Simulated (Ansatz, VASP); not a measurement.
# Sc3BN2: VASP beside Ansatz

Contents of INCAR:

```
SYSTEM = Sc3BN2
PREC = Accurate
ENCUT = 600
EDIFF = 1E-6
ISMEAR = 0
SIGMA = 0.1
LREAL = .False.
LASPH = .True.
NELM = 80
ALGO = Normal
ISIF = 3
LWAVE = .False.
LCHARG = .False.
GGA = PE
IBRION = 2
NSW = 90
EDIFFG = -0.04
```

The input KPOINTS:

```
regular mesh
0
Gamma
  6 6 4
  0 0 0
```

The input POSCAR:

```
Sc3BN2
1.0
    4.8591883800      0.0000000000      0.0000000000
   -2.4295941900      4.2081805800      0.0000000000
    0.0000000000      0.0000000000      4.9921081400
Sc B N
3 1 2
Direct
    0.3333333300      0.6666666700      0.5000000000
    0.6666666700      0.3333333300      0.5000000000
    0.0000000000      0.0000000000      0.5000000000
    0.0000000000      0.0000000000      0.0000000000
    0.3333333300      0.6666666700      0.0000000000
    0.6666666700      0.3333333300      0.0000000000
```

Input for Ansatz:

```yaml
crystal:
  lattice:
    - [4.85918838, 0.0, 0.0]
    - [-2.42959419, 4.20818058, 0.0]
    - [0.0, 0.0, 4.99210814]
  atoms:
    - { symbol: Sc, position: [0.33333333, 0.66666667, 0.5] }
    - { symbol: Sc, position: [0.66666667, 0.33333333, 0.5] }
    - { symbol: Sc, position: [0.0, 0.0, 0.5] }
    - { symbol: B, position: [0.0, 0.0, 0.0] }
    - { symbol: "N", position: [0.33333333, 0.66666667, 0.0] }
    - { symbol: "N", position: [0.66666667, 0.33333333, 0.0] }
basis:
  ecutwfc: 420
kpoints:
  mp_grid: { grid: [6, 6, 4] }
hamiltonian:
  xc: pbe
scf:
  occupations: { method: gaussian, width: 0.1 }
  lower_state_search: "off"
output:
  forces: true
  stress: true
  eigenvalues: true
relax:
  adjacent_minimum: "off"
  f_tol: 0.04
  max_steps: 70
  cell: { stress_tol: 0.4 }
```

Alike in both runs: task relaxation of cell and atoms; functional PBE; k mesh 6 × 6 × 4; occupations gaussian, width 0.1 eV; no spin polarisation.

```csv
,VASP,Ansatz
version,VASP 6.6.1,Ansatz 0.2.0
potentials or method,"VASP PAW PBE potentials, release 64 (Sc_sv, B, N), cutoff 600 eV","scalar-relativistic, plane waves, PAW"
valence electrons in the cell,46,46
```

VASP gave:

```
gap on the k mesh at the Fermi level, each at its own relaxed structure (eV) : none
relaxed volume (Å³/atom)                                                     : 19.35
relaxed cell length with the largest relative difference (Å)                 : 5.608
```

Problem. Estimate Ansatz's values.

Solution. gap on the k mesh at the Fermi level, each at its own relaxed structure (eV): none; relaxed volume (Å³/atom): 19.75; relaxed cell length with the largest relative difference (Å): 5.675.

A gap of «none» marks a metal or a gap that the smearing closes.
